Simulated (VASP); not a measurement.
# Be (P6_3/mmc) in VASP: notebook

Be is run at these levels: LDA; tasks: single point.

All numbers are computed with VASP 6.6.1; they aren't measurements. Logs are shortened: lines on timing, memory, paths and dates and some standing lists are left out, and cuts for length are marked.

## (1) The cell of the first run

Symmetry: P6_3/mmc, No. 194, hexagonal system. The conventional cell has a = 2.230 Å, b = 2.230 Å, c = 3.508 Å, α = 90.00°, β = 90.00°, γ = 120.00°. Be (site symmetry -6m2) has 12 Be at 2.18 to 2.23 Å within 2.9 Å.

## (2) Single point, LDA

The input, INCAR:

```
SYSTEM = Be
PREC = Accurate ; ENCUT = 520
EDIFF = 1E-7 ; ISMEAR = -1
SIGMA = 0.3 ; LREAL = .False.
LASPH = .True. ; NELM = 80
ALGO = Normal ; ISIF = 2
LWAVE = .False. ; LCHARG = .False.
GGA = CA ; NBANDS = 9
```

The input, KPOINTS:

```
regular mesh
0
Gamma
  16 16 9
  0 0 0
```

The input, POSCAR:

```
Be
1.0
    2.2295160349      0.0000000000      0.0000000000
   -1.1147580175      1.9308175243      0.0000000000
    0.0000000000      0.0000000000      3.5083258361
Be
2
Direct
    0.3333333333      0.6666666667      0.2500000000
    0.6666666667      0.3333333333      0.7500000000
```

Potentials or basis: VASP PAW LDA potentials, release 64 (Be).

The run is started by

```console
$ cat potpaw_LDA.64/Be/POTCAR > POTCAR
$ mpirun -np 1 vasp_std > vasp.out
```

OUTCAR:

```text
SYSTEM = Be
   PREC = Accurate
   ENCUT = 520
   EDIFF = 1E-7
   ISMEAR = -1
   LREAL = .False.
   LASPH = .True.
   NELM = 80
   ISIF = 2
   GGA = CA

 ion  position               nearest neighbor table
   1  0.333  0.667  0.250-   2 2.18   2 2.18   2 2.18   2 2.18   2 2.18   2 2.18
   2  0.667  0.333  0.750-   1 2.18   1 2.18   1 2.18   1 2.18   1 2.18   1 2.18

  LATTYP: Found a hexagonal cell.
 ALAT       =     2.2295160349
 C/A-ratio  =     1.5735817914

  Lattice vectors:

 A1 = (   2.2295160349,   0.0000000000,   0.0000000000)
 A2 = (  -1.1147580175,   1.9308175243,   0.0000000000)
 A3 = (   0.0000000000,   0.0000000000,   3.5083258361)

Analysis of symmetry for initial positions (statically):
=====================================================================
 Subroutine PRICEL returns:
 Original cell was already a primitive cell.

 Routine SETGRP: Setting up the symmetry group for a
 hexagonal supercell.

 Subroutine GETGRP returns: Found 24 space group operations
 (whereof 12 operations were pure point group operations)
 out of a pool of 24 trial point group operations.

The static configuration has the point symmetry D_3d.
 The point group associated with its full space group is D_6h.

Analysis of symmetry for dynamics (positions and initial velocities):
=====================================================================
 Subroutine PRICEL returns:
 Original cell was already a primitive cell.

 Routine SETGRP: Setting up the symmetry group for a
 hexagonal supercell.

 Subroutine GETGRP returns: Found 24 space group operations
 (whereof 12 operations were pure point group operations)
 out of a pool of 24 trial point group operations.

The dynamic configuration has the point symmetry D_3d.
 The point group associated with its full space group is D_6h.

 Subroutine INISYM returns: Found 24 space group operations
 (whereof 12 operations are pure point group operations),
 and found     1 'primitive' translations

----------------------------------------------------------------------------------------

                                     Primitive cell

  volume of cell :      15.1026

  direct lattice vectors                    reciprocal lattice vectors
     2.229516035  0.000000000  0.000000000     0.448527835  0.258957666  0.000000000
    -1.114758018  1.930817524  0.000000000     0.000000000  0.517915332  0.000000000
     0.000000000  0.000000000  3.508325836     0.000000000  0.000000000  0.285036239

  length of vectors
     2.229516035  2.229516035  3.508325836     0.517915332  0.517915332  0.285036239

  position of ions in fractional coordinates (direct lattice)
     0.333333333  0.666666667  0.250000000
     0.666666667  0.333333333  0.750000000

  ion indices of the primitive-cell ions
   primitive index   ion index
                 1           1
                 2           2

----------------------------------------------------------------------------------------

 KPOINTS: regular mesh

Automatic generation of k-mesh.
 Grid dimensions read from file:
 generate k-points for:   16   16    9

 Generating k-lattice:

  Cartesian coordinates                     Fractional coordinates (reciprocal lattice)
     0.028032990  0.016184854  0.000000000     0.062500000  0.000000000  0.000000000
     0.000000000  0.032369708  0.000000000     0.000000000  0.062500000  0.000000000
     0.000000000  0.000000000  0.031670693     0.000000000  0.000000000  0.111111111

  Length of vectors
     0.032369708  0.032369708  0.031670693

  Shift w.r.t. Gamma in fractional coordinates (k-lattice)
     0.000000000  0.000000000  0.000000000

 Subroutine IBZKPT returns following result:
 ===========================================

 Found    150 irreducible k-points:

 Following reciprocal coordinates:
            Coordinates               Weight
  0.000000  0.000000  0.000000      1.000000
  0.062500  0.000000  0.000000      6.000000
  0.125000  0.000000  0.000000      6.000000
  0.187500  0.000000  0.000000      6.000000
  0.250000  0.000000  0.000000      6.000000
  0.312500  0.000000  0.000000      6.000000
[... 16 lines left out ...]
  0.187500  0.187500  0.000000      6.000000
  0.250000  0.187500  0.000000     12.000000
 [... further k-points ...]
   k-points           NKPTS =    150   k-points in BZ     NKDIM =    150   number of bands    NBANDS=      9
   number of dos      NEDOS =    301   number of ions     NIONS =      2
   total plane-waves  NPLWV =   9072
   dimension x,y,z NGX =    18 NGY =   18 NGZ =   28
   dimension x,y,z NGXF=    36 NGYF=   36 NGZF=   56
   ions per type =               2
   NGX,Y,Z   is equivalent  to a cutoff of  13.42, 13.42, 13.27 a.u.
   NGXF,Y,Z  is equivalent  to a cutoff of  26.84, 26.84, 26.54 a.u.
 SYSTEM =  Be
   PREC   = accura    normal or accurate (medium, high low for compatibility)
   ISTART =      0    job   : 0-new  1-cont  2-samecut
   ICHARG =      2    charge: 1-file 2-atom 10-const
   ISPIN  =      1    spin polarized calculation?
   LNONCOLLINEAR =      F non collinear calculations
   LSORBIT =      F    spin-orbit coupling
   LASPH  =      T    aspherical Exc in radial PAW
   ENCUT  =  520.0 eV  38.22 Ry    6.18 a.u.   4.15  4.15  6.52*2*pi/ulx,y,z
   NELM   =     80;   NELMIN=  2; NELMDL= -5     # of ELM steps
   EDIFF  = 0.1E-06   stopping-criterion for ELM
   LREAL  =      F    real-space projection
   EDIFFG = 0.1E-05   stopping-criterion for IOM
   NSW    =      0    number of steps for IOM
   IBRION =     -1    ionic relax: 0-MD 1-quasi-New 2-CG
   NFREE  =      0    steps in history (QN), initial steepest desc. (CG)
   ISIF   =      2    stress and relaxation
   ISYM   =      2    0-nonsym 1-usesym 2-fastsym
   POTIM  = 0.5000    time-step for ionic-motion
   TEBEG  =    0.0;   TEEND  =   0.0 temperature during run
   PSTRESS=    0.0 pullay stress
   NELECT =       4.0000    total number of electrons
   NUPDOWN=      -1.0000    fix difference up-down
   EMIN   =  10.00;   EMAX   =-10.00  energy-range for DOS
   EFERMI =   0.00;   METHOD = LEGACY
   ISMEAR =    -1;   SIGMA  =   0.30  broadening in eV -4-tet -1-fermi 0-gaus
   EFERMI_NEDOS =   21; number of points for ismear=-14 and -15
   IALGO  =     38    algorithm
   IMIX   =      4    mixing-type and parameters
     AMIX     =   0.40;   BMIX     =  1.00
     AMIX_MAG =   1.60;   BMIX_MAG =  1.00
  volume/ion in A,a.u.               =       7.55        50.96
  Fermi-wavevector in a.u.,A,eV,Ry     =   1.051343  1.986749 15.038807  1.105321
  Thomas-Fermi vector in A             =   2.186382
   LORBIT       =      0    0 simple, 1 ext, 2 COOP (PROOUT), +10 PAW based schemes
   GGA     = CA    functional components
   LHFCALC =     F    Hartree Fock is set to
   AEXX    =    0.0000 exact exchange contribution
   IVDW    =     0    specifies the selected vdW correction
   LEPSILON=     F    determine dielectric tensor
   LRPA    =     F    only Hartree local field effects (RPA)
 non-spin polarized calculation
  energy-cutoff  :      520.00
  volume of cell :       15.10
 maximum number of plane-waves:       424
 NGX is ok and might be reduce to    18
   NGX =  9   NGY =  9   NGZ = 13

 number of electron       4.0000000 magnetization

 Free energy of the ion-electron system (eV)
  ---------------------------------------------------
  ext. energy  EPLUGINS =         0.00000000
  ---------------------------------------------------
  free energy    TOTEN  =        -8.44224446 eV

  energy without entropy =       -8.39608073  energy(sigma->0) =       -8.41916259

 E-fermi :   7.1784     XC(G=0): -10.7734

 val. band max:        7.1724480944   @ k =   0.3125   0.0625   0.0000
 cond. band min:       7.4010722453   @ k =   0.3125   0.3125   0.4444
 fundamental gap:      0.2286241509
 Fermi energy:         7.1783577963

 k-point     1 :       0.0000    0.0000    0.0000
  band No.  band energies     occupation
      1      -4.3017      2.00000
      2       2.5472      2.00000
      3       8.5489      0.02054
      4      23.4464      0.00000
      5      23.4464      0.00000
      6      26.3776      0.00000
      7      26.3776      0.00000
      8      28.4984      0.00000
      9      35.1403      0.00000

 k-point     2 :       0.0625    0.0000    0.0000
  band No.  band energies     occupation
      1      -4.1896      2.00000
      2       2.6986      2.00000
      3       8.5718      0.01904
      4      22.5448      0.00000
      5      22.7574      0.00000
      6      26.3979      0.00000
      7      26.7212      0.00000
      8      28.2822      0.00000
      9      33.3162      0.00000

 k-point     3 :       0.1250    0.0000    0.0000
  band No.  band energies     occupation
      1      -3.8531      2.00000
      2       3.1524      2.00000
      3       8.6300      0.01571
      4      20.4147      0.00000
      5      21.4440      0.00000
      6      26.3405      0.00000
      7      26.9562      0.00000
      8      27.5040      0.00000
      9      30.8063      0.00000

 k-point     4 :       0.1875    0.0000    0.0000
  band No.  band energies     occupation
      1      -3.2914      2.00000
      2       3.9064      1.99996
      3       8.6764      0.01347
      4      17.9145      0.00000
      5      20.1082      0.00000
      6      25.8235      0.00000
      7      25.8797      0.00000
      8      26.6507      0.00000
      9      28.6050      0.00000
[... 205 lines left out ...]
 k-point    22 :       0.4375    0.1250    0.0000
  band No.  band energies     occupation
      1       2.4243      2.00000
      2       4.3517      1.99984
      3      11.2808      0.00000
      4      12.6773      0.00000
      5      14.1466      0.00000
      6      14.1889      0.00000
      7      20.3520      0.00000
      8      23.6948      0.00000
      9      25.8276      0.00000

 k-point    23 :       0.1875    0.1875    0.0000
  band No.  band energies     occupation
      1      -1.2563      2.00000
      2       6.5917      1.75208
      3       8.6372      0.01534
      4      12.8248      0.00000
      5      16.0484      0.00000
      6      21.4567      0.00000
      7      23.5346      0.00000
      8      24.1137      0.00000
      9      26.6187      0.00000

 k-point    24 :       0.2500    0.1875    0.0000
  band No.  band energies     occupation
      1      -0.1244      2.00000
      2       8.0528      0.10285
      3       8.1606      0.07293
      4      11.1267      0.00000
      5      15.1644      0.00000
      6      19.3428      0.00000
      7      22.4786      0.00000
      8      23.5379      0.00000
      9      24.7703      0.00000

 [... further k-points ...]
[... 5 lines left out ...]
  --------------------------------------------------------------------------------------
  -------------------------------------------------------------------------------------
  Total        0.0399012      0.0399012      0.0880996     -0.0000000      0.0000000     -0.0000000
  in kB        4.2329673      4.2329673      9.3461534     -0.0000000      0.0000000     -0.0000000
  external PRESSURE =       5.9373627 kB  Pullay stress =       0.0000000 kB

 VOLUME and BASIS-vectors are now :
 -----------------------------------------------------------------------------
  energy-cutoff  :      520.00
  volume of cell :       15.10
      direct lattice vectors                 reciprocal lattice vectors
     2.229516035  0.000000000  0.000000000     0.448527835  0.258957666  0.000000000
    -1.114758018  1.930817524  0.000000000     0.000000000  0.517915332  0.000000000
     0.000000000  0.000000000  3.508325836     0.000000000  0.000000000  0.285036239

 POSITION                                       TOTAL-FORCE (eV/Angst)
 -----------------------------------------------------------------------------------
     -0.00000      1.28721      0.87708         0.000000     -0.000000      0.000000
      1.11476      0.64361      2.63124        -0.000000      0.000000      0.000000
 -----------------------------------------------------------------------------------
    total drift:                                0.000000     -0.000000      0.000000

  FREE ENERGIE OF THE ION-ELECTRON SYSTEM (eV)
  ---------------------------------------------------
  free  energy   TOTEN  =        -8.4422444555 eV

  energy  without entropy=       -8.3960807323  energy(sigma->0) =       -8.41916259
```

Run time: 6.1 s. Hardware: 1 thread of Intel Xeon 6975P-C (Granite Rapids), shared host; peak memory 0.12 GiB.

What came out:

- Free energy: -8.4422 eV
- Pressure: 0.6 GPa
- Band gap on the k mesh: zero (band 2 reaches 8.05 eV, above the bottom of band 3 at 6.47 eV)

Stress tensor (GPa, compression positive):
```
0.42 0.00 0.00
0.00 0.42 0.00
0.00 0.00 0.93
```

Levels at points of the mesh, in eV from the Fermi level:
| k point | band 1 | band 2 | band 3 | band 4 | band 5 | band 6 |
| --- | --- | --- | --- | --- | --- | --- |
| (0.00, 0.00, 0.00) | -11.48 | -4.63 | 1.37 | 16.27 | 16.27 | 19.20 |
| (0.50, 0.00, 0.00) | -5.19 | -3.15 | 3.66 | 6.64 | 7.05 | 9.55 |

## (3) Single point, LDA

The input, INCAR:

```
SYSTEM = Be
  PREC = Accurate
  ENCUT = 520
  EDIFF = 1E-6
  ISMEAR = -1
  SIGMA = 0.6
  LREAL = .False.
  LASPH = .True.
  NELM = 100
  ALGO = Normal
  ISIF = 2
  LWAVE = .False.
  LCHARG = .False.
  GGA = CA
  NBANDS = 9
```

KPOINTS is that of step 2.

POSCAR is that of step 2.

Potentials or basis: VASP PAW LDA potentials, release 64 (Be).

The run is started by

```console
$ cat potpaw_LDA.64/Be/POTCAR > POTCAR
$ mpirun -np 1 vasp_std > vasp.out
```

Wall time 6.2 s (1 thread of Intel Xeon 6975P-C (Granite Rapids), shared host); peak memory 0.12 GiB.

The run converged. Its results:

```
Free energy            : -8.5398 eV
Pressure               : 2.1 GPa
Band gap on the k mesh : zero (band 2 reaches 8.05 eV, above the bottom of band 3 at 6.47 eV)
```

Stress tensor (GPa, compression positive):
```
1.55 0.00 0.00
0.00 1.55 0.00
0.00 0.00 3.14
```

Levels at points of the mesh, in eV from the Fermi level:
```
           k point  band 1  band 2  band 3  band 4  band 5  band 6  band 7
(0.00, 0.00, 0.00)  -11.46   -4.62    1.39   16.28   16.28   19.21   19.21
(0.50, 0.00, 0.00)   -5.17   -3.14    3.67    6.66    7.06    9.56   10.56
```
